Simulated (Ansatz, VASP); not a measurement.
Two plane-wave programs on Si2Ni

```
Si Ni
1.0
     0.00000    2.69574    2.69574
     2.69574    0.00000    2.69574
     2.69574    2.69574    0.00000
Si Ni
2 1
Direct
  0.25000 0.25000 0.25000
  0.75000 0.75000 0.75000
  0.00000 0.00000 0.00000
```

Alike in both runs: functional PBEsol; k mesh 14 × 14 × 14; occupations gaussian, width 0.1 eV; no spin polarisation.

Ansatz relaxed the structure, and its values are those at the end. VASP's run is a single point on that final structure, the one shown.

|  | VASP | Ansatz |
| --- | --- | --- |
| version | VASP 6.6.1 | Ansatz 0.2.0 |
| potentials or method | VASP PAW PBE potentials, release 64 (Si, Ni), cutoff 520 eV | scalar-relativistic, plane waves, PAW |
| valence electrons in the cell | 18 | 26 |

VASP gave:

| Property | Result |
| --- | --- |
| gap on the k mesh at the Fermi level (eV) | none |
| pressure (GPa) | 0.1 |

Q: Which values does Ansatz return?

A: gap on the k mesh at the Fermi level (eV): none; pressure (GPa): 0.0.

VASP's potentials were made for PBE, not for PBEsol. A gap of «none» marks a metal or a gap that the smearing closes. VASP's potentials hold 18 valence electrons a cell and Ansatz's 26, so a difference there can come from the potentials and not from the codes.
